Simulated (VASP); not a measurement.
# TiO (F-43m) in VASP: further runs, part 2 of 2

VASP 6.6.1.

**3. Relaxation of cell and atoms, PBEsol, collinear spin, ferromagnetic start**

This run uses another cell than the first one, of 11.11 Å³/atom, 0.926 times its volume.

Input file INCAR:

```
PREC = Accurate
ENCUT = 600
EDIFF = 1E-7
ISMEAR = 0
SIGMA = 0.1
LREAL = F
LASPH = T
NELM = 150
ALGO = Normal
ISIF = 3
LWAVE = F
LCHARG = F
ISPIN = 2
MAGMOM = 0.11 0
LORBIT = 11
LMAXMIX = 4
GGA = PS
IBRION = 2
NSW = 100
EDIFFG = -0.05
```

Input file KPOINTS:

```
regular mesh
0
Gamma
  8 8 8
```

Input file POSCAR:

```
TiO
1.0
    0.0000000000      2.2315829953      2.2315829953
    2.2315829953      0.0000000000      2.2315829953
    2.2315829953      2.2315829953      0.0000000000
Ti O
1 1
Direct
    0.0000000000      0.0000000000      0.0000000000
    0.2500000000      0.2500000000      0.2500000000
```

Potentials or basis: VASP PAW PBE potentials, release 64 (Ti_sv, O).

Launch:

```sh
$ cat potpaw_PBE.64/Ti_sv/POTCAR potpaw_PBE.64/O/POTCAR > POTCAR
$ mpirun -np 1 vasp_std > vasp.out
```

It took 96 s on 1 thread of Intel Xeon Platinum 8259CL at 2.50GHz (Skylake/Cascade Lake), shared host; peak memory 0.19 GiB.

The run converged. Its results:

```
Free energy                                           : -18.0707 eV
Relaxed volume                                        : 12.06 Å³/atom
Relaxed cell                                          : a = 3.243 Å, b = 3.243 Å, c = 3.243 Å, α = 60.00°, β = 60.00°, γ = 60.00°
Space group after relaxing (to 0.05 Å)                : F-43m (No. 216)
Energy gained by relaxing                             : 48.3 meV/atom
Ionic steps                                           : 3
Pressure after relaxing                               : -0.3 GPa
Band gap on the k mesh                                : zero (filled and empty bands overlap)
Net moment                                            : 0.00 μB per cell
Valence electrons inside the program's atomic spheres : Ti 10.34; O 5.05
```

Step by step:
```
step  energy change (eV)  largest force (eV/Å)  pressure (GPa)  volume (Å³)
   1              0.0000                0.0000           17.87        22.23
   2              0.0189                0.0000          -14.35        26.46
   3             -0.0966                0.0000           -0.26        24.12
```

Final structure:
```
Ti O
1.0
     0.00000    2.29324    2.29324
     2.29324    0.00000    2.29324
     2.29324    2.29324    0.00000
Ti O
1 1
Direct
  0.00000 0.00000 0.00000
  0.25000 0.25000 0.25000
```

Levels at points of the mesh, in eV from the Fermi level:
Spin up:
| k point | band 5 | band 6 | band 7 | band 8 | band 9 | band 10 | band 11 | band 12 | band 13 |
| --- | --- | --- | --- | --- | --- | --- | --- | --- | --- |
| (0.00, 0.00, 0.00) | -21.42 | -7.38 | -7.38 | -7.38 | -1.21 | 0.48 | 0.48 | 3.37 | 3.37 |
| (0.50, 0.00, 0.00) | -20.79 | -7.81 | -6.97 | -6.97 | 0.06 | 0.74 | 0.74 | 2.45 | 2.45 |
| (0.50, 0.50, 0.00) | -20.59 | -8.41 | -6.34 | -6.34 | -1.64 | 0.53 | 1.37 | 1.94 | 1.94 |
Spin down:
```csv
k point,band 5,band 6,band 7,band 8,band 9,band 10,band 11,band 12,band 13
"(0.00, 0.00, 0.00)",-21.42,-7.38,-7.38,-7.38,-1.21,0.48,0.48,3.37,3.37
"(0.50, 0.00, 0.00)",-20.79,-7.80,-6.97,-6.97,0.06,0.74,0.74,2.45,2.45
"(0.50, 0.50, 0.00)",-20.59,-8.40,-6.34,-6.34,-1.64,0.53,1.37,1.94,1.94
```

Caveat: the PAW data sets were made with another functional, which shifts forces and pressure a little; semilocal functionals often make such compounds metallic where correlation or magnetic order opens a gap, which also shifts bond lengths.

**4. Single point, PBEsol, collinear spin, ferromagnetic start**

Input file INCAR:

```
SYSTEM = TiO
PREC     = Accurate       ! precision mode
ENCUT    = 520            ! plane-wave cutoff, eV
EDIFF    = 1E-7           ! SCF threshold, eV
ISMEAR   = 0              ! smearing method
SIGMA    = 0.1            ! smearing width, eV
LREAL    = .FALSE.        ! projectors in reciprocal space
LASPH    = .TRUE.         ! aspherical terms in the spheres
NELM     = 150            ! most SCF steps
ALGO     = Normal         ! electronic algorithm
ISIF     = 2              ! what is computed and relaxed
LWAVE    = .FALSE.        ! write WAVECAR
LCHARG   = .FALSE.        ! write CHGCAR
ISPIN    = 2              ! spin polarisation
MAGMOM   = 0.13 0         ! initial moments
LORBIT   = 11             ! projections on sites
LMAXMIX  = 4              ! l up to which the mixer works
GGA      = PS             ! functional
NBANDS   = 20             ! bands
```

Input file KPOINTS:

```
regular mesh
0
G
  16 16 16
  0 0 0
```

Input file POSCAR:

```
TiO
1.0
    0.0000000000      2.2897694903      2.2897694903
    2.2897694903      0.0000000000      2.2897694903
    2.2897694903      2.2897694903      0.0000000000
Ti O
1 1
Direct
    0.0000000000      0.0000000000      0.0000000000
    0.2500000000      0.2500000000      0.2500000000
```

Launch:

```sh
$ cat potpaw_PBE.64/Ti_sv/POTCAR potpaw_PBE.64/O/POTCAR > POTCAR
$ mpirun -np 1 vasp_std > vasp.out
```

It took 3.4 min on 1 thread of Oxide Virtual Turin-like, shared host; peak memory 0.19 GiB.

The run converged. Its results:

```
Free energy                                           : -18.0709 eV
Pressure                                              : 0.6 GPa
Band gap on the k mesh                                : zero (filled and empty bands overlap)
Net moment                                            : -0.02 μB per cell
Valence electrons inside the program's atomic spheres : Ti 10.35; O 5.05
```

Levels at points of the mesh, in eV from the Fermi level:
Spin up:
| k point | band 5 | band 6 | band 7 | band 8 | band 9 | band 10 | band 11 | band 12 | band 13 | band 14 |
| --- | --- | --- | --- | --- | --- | --- | --- | --- | --- | --- |
| (0.00, 0.00, 0.00) | -21.46 | -7.41 | -7.41 | -7.41 | -1.20 | 0.49 | 0.49 | 3.39 | 3.39 | 3.39 |
| (0.50, 0.00, 0.00) | -20.82 | -7.83 | -7.00 | -7.00 | 0.06 | 0.75 | 0.75 | 2.47 | 2.47 | 4.64 |
| (0.50, 0.50, 0.00) | -20.62 | -8.44 | -6.36 | -6.36 | -1.65 | 0.54 | 1.39 | 1.95 | 1.95 | 6.84 |
Spin down:
```tsv
k point	band 6	band 7	band 8	band 9	band 10	band 11	band 12	band 13
(0.00, 0.00, 0.00)	-7.42	-7.42	-7.42	-1.21	0.47	0.47	3.38	3.38
(0.50, 0.00, 0.00)	-7.84	-7.00	-7.00	0.06	0.74	0.74	2.46	2.46
(0.50, 0.50, 0.00)	-8.44	-6.37	-6.37	-1.66	0.53	1.37	1.94	1.94
```

Caveat: the PAW data sets were made with another functional, which shifts forces and pressure a little; semilocal functionals often make such compounds metallic where correlation or magnetic order opens a gap, which also shifts bond lengths.

**5. Relaxation of cell and atoms, PBEsol, collinear spin, ferromagnetic start**

Input file INCAR:

```
SYSTEM = TiO
  PREC = Accurate
  ENCUT = 600
  EDIFF = 1E-6
  ISMEAR = 0
  SIGMA = 0.1
  LREAL = .False.
  LASPH = .True.
  NELM = 150
  ALGO = Normal
  ISIF = 3
  LWAVE = .False.
  LCHARG = .False.
  ISPIN = 2
  MAGMOM = 0.13 0
  LORBIT = 11
  LMAXMIX = 4
  GGA = PS
  IBRION = 2
  NSW = 100
  EDIFFG = -0.01
```

Input file KPOINTS:

```
regular mesh
0
Gamma
  16 16 16
  0 0 0
```

Input file POSCAR:

```
TiO
1.0
    0.0000000000      2.2895965365      2.2895965365
    2.2895965365      0.0000000000      2.2895965365
    2.2895965365      2.2895965365      0.0000000000
Ti O
1 1
Direct
    0.0000000000      0.0000000000      0.0000000000
    0.2500000000      0.2500000000      0.2500000000
```

Launch:

```sh
$ cat potpaw_PBE.64/Ti_sv/POTCAR potpaw_PBE.64/O/POTCAR > POTCAR
$ mpirun -np 1 vasp_std > vasp.out
```

Run time: 6.7 min. Hardware: 1 thread of Oxide Virtual Turin-like, shared host; peak memory 0.21 GiB.

Results (log left out):

```
Free energy                                           : -18.0731 eV
Relaxed volume                                        : 12.04 Å³/atom
Relaxed cell                                          : a = 3.241 Å, b = 3.241 Å, c = 3.241 Å, α = 60.00°, β = 60.00°, γ = 60.00°
Space group after relaxing (to 0.05 Å)                : F-43m (No. 216)
Energy gained by relaxing                             : 0.1 meV/atom
Ionic steps                                           : 3
Pressure after relaxing                               : 0.0 GPa
Band gap on the k mesh                                : zero (filled and empty bands overlap)
Net moment                                            : -0.02 μB per cell
Valence electrons inside the program's atomic spheres : Ti 10.35; O 5.05
```

Step by step:
```
step  energy change (eV)  largest force (eV/Å)  pressure (GPa)  volume (Å³)
   1              0.0000                0.0000            0.56        24.01
   2              0.0000                0.0000           -0.57        24.15
   3             -0.0001                0.0000            0.00        24.07
```

Final structure:
```xyz
2
Lattice="0.0000 2.2918 2.2918 2.2918 0.0000 2.2918 2.2918 2.2918 0.0000" Properties=species:S:1:pos:R:3 pbc="T T T"
Ti    0.0000    0.0000    0.0000
O     1.1459    1.1459    1.1459
```

Levels at points of the mesh, in eV from the Fermi level:
Spin up:
| k point | band 7 | band 8 | band 9 | band 10 | band 11 | band 12 |
| --- | --- | --- | --- | --- | --- | --- |
| (0.00, 0.00, 0.00) | -7.40 | -7.40 | -1.21 | 0.49 | 0.49 | 3.38 |
| (0.50, 0.00, 0.00) | -6.99 | -6.99 | 0.06 | 0.75 | 0.75 | 2.46 |
| (0.50, 0.50, 0.00) | -6.35 | -6.35 | -1.64 | 0.54 | 1.38 | 1.95 |
Spin down:
```
           k point  band 5  band 6  band 7  band 8  band 9  band 10  band 11  band 12  band 13
(0.00, 0.00, 0.00)  -21.44   -7.40   -7.40   -7.40   -1.21     0.47     0.47     3.37     3.37
(0.50, 0.00, 0.00)  -20.81   -7.82   -6.99   -6.99    0.05     0.73     0.73     2.45     2.45
(0.50, 0.50, 0.00)  -20.61   -8.43   -6.36   -6.36   -1.65     0.53     1.37     1.94     1.94
```

Caveat: the PAW data sets were made with another functional, which shifts forces and pressure a little; semilocal functionals often make such compounds metallic where correlation or magnetic order opens a gap, which also shifts bond lengths.

**6. Overview**

```tsv
task	cell	k mesh	cutoff (eV)	gap on the mesh (eV)	pressure (GPa)	moment (μB)	relaxed volume (Å³/atom)
single point	a = 3.238 Å, angles 60.0°, 2 atoms	8 × 8 × 8	520	none	0.7	0.00	-
relaxation of cell and atoms	relaxed from a = 3.156 Å, angles 60.0°, 2 atoms	8 × 8 × 8	600	none	-0.3	0.00	12.06
single point	a = 3.238 Å, angles 60.0°, 2 atoms	16 × 16 × 16	520	none	0.6	0.02	-
relaxation of cell and atoms	relaxed from a = 3.238 Å, angles 60.0°, 2 atoms	16 × 16 × 16	600	none	0.0	0.02	12.04
```

Alike in all rows: level PBEsol; potentials or basis VASP PAW PBE potentials, release 64 (Ti_sv, O); spin collinear, ferromagnetic start; smearing gaussian 0.1 eV.

Caveats: the PAW data sets were made with another functional, which shifts forces and pressure a little; semilocal functionals often make such compounds metallic where correlation or magnetic order opens a gap, which also shifts bond lengths.

Absolute energies hang on the potentials; compare differences alone.
